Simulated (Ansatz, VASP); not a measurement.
**Two plane-wave programs on CoSn**

INCAR

```
SYSTEM = CoSn
  ALGO = Fast
  EDIFF = 1E-6
  ENCUT = 520
  GGA = PS
  ISIF = 2
  ISMEAR = 0
  LASPH = .True.
  LCHARG = .True.
  LELF = .True.
  LREAL = .False.
  LVHAR = .True.
  LWAVE = .False.
  NBANDS = 44
  NELM = 80
  PREC = Accurate
  SIGMA = 0.1
```

File KPOINTS:

```
k-points
0
Gamma
  12 12 8
  0 0 0
```

POSCAR

```
CoSn
1.0
    5.2460399276      0.0000000000      0.0000000000
   -2.6230199638      4.5432038466      0.0000000000
    0.0000000000      0.0000000000      4.1875903000
Co Sn
3 3
Direct
    0.0000000000      0.5000000000      0.0000000000
    0.5000000000      0.5000000000      0.0000000000
    0.5000000000      0.0000000000      0.0000000000
    0.6666666700      0.3333333300      0.5000000000
    0.3333333300      0.6666666700      0.5000000000
    0.0000000000      0.0000000000      0.0000000000
```

Input for Ansatz:

```yaml
crystal:
  lattice:
    - [5.2460399276, 0.0, 0.0]
    - [-2.6230199638, 4.5432038466, 0.0]
    - [0.0, 0.0, 4.1875903]
  atoms:
    - { symbol: Co, position: [0.0, 0.5, 0.0] }
    - { symbol: Co, position: [0.5, 0.5, 0.0] }
    - { symbol: Co, position: [0.5, 0.0, 0.0] }
    - { symbol: Sn, position: [0.66666667, 0.33333333, 0.5] }
    - { symbol: Sn, position: [0.33333333, 0.66666667, 0.5] }
    - { symbol: Sn, position: [0.0, 0.0, 0.0] }
basis:
  ecutwfc: 420
kpoints:
  mp_grid: { grid: [12, 12, 8] }
hamiltonian:
  xc: pbesol
scf:
  occupations: { method: gaussian, width: 0.1 }
output:
  forces: true
  stress: true
  eigenvalues: true
  populations: true
```

Alike in both runs: task single point; functional PBEsol; k mesh 12 × 12 × 8; occupations gaussian, width 0.1 eV; no spin polarisation.

```csv
,VASP,Ansatz
version,VASP 6.6.1,Ansatz 0.2.0
potentials or method,"VASP PAW PBE potentials, release 64 (Co, Sn_d), cutoff 520 eV","scalar-relativistic, plane waves, PAW"
valence electrons in the cell,69,93
```

|  | VASP | Ansatz | Ansatz less VASP |
| --- | --- | --- | --- |
| gap on the k mesh at the Fermi level (eV) | none | none | - |
| pressure (GPa) | -2.2 | -2.1 | +0.08 |
| traceless stress, the component that is largest in VASP (GPa) | -0.01 | 0.06 | +0.064 |

VASP's potentials were made for PBE, not for PBEsol. A gap of «none» marks a metal or a gap that the smearing closes. VASP's potentials hold 69 valence electrons a cell and Ansatz's 93, so a difference there can come from the potentials and not from the codes.
